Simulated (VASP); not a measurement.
Al, 16 atoms in the cell. The cell holds a slab with vacuum, 16 atoms: a = 5.728 Å, b = 5.728 Å, c = 17.075 Å, α = 90.00°, β = 90.00°, γ = 90.00°. 

* Program: VASP 6.6.1
* Task: single point
* Functional: PBEsol
* Potentials or basis: VASP PAW PBE potentials, release 64 (Al)
* Cutoff: 520 eV
* k mesh: 3 × 3 × 1
* Occupations: fermi-dirac, width 0.15 eV
* Spin: no spin polarisation
* Dipole correction: no
* Further INCAR settings: LREAL = Auto; ALGO = Normal; EDIFF = 1e-06; NBANDS = 38

Potentials or basis: VASP PAW PBE potentials, release 64 (Al).

The run is started by

```sh
$ cat potpaw_PBE.64/Al/POTCAR > POTCAR
$ mpirun -np 1 vasp_std > vasp.out
```

Hardware: 1 thread of Intel(R) Xeon(R) Platinum 8259CL CPU @ 2.50GHz (Skylake/Cascade Lake) (shared host).

Q: How long does it take, and how much memory?

A: Wall time 4.8 min on 1 thread of Intel(R) Xeon(R) Platinum 8259CL CPU @ 2.50GHz (Skylake/Cascade Lake), on a shared host, peak memory 0.56 GiB. Counts: scf iterations 19, k points 5.
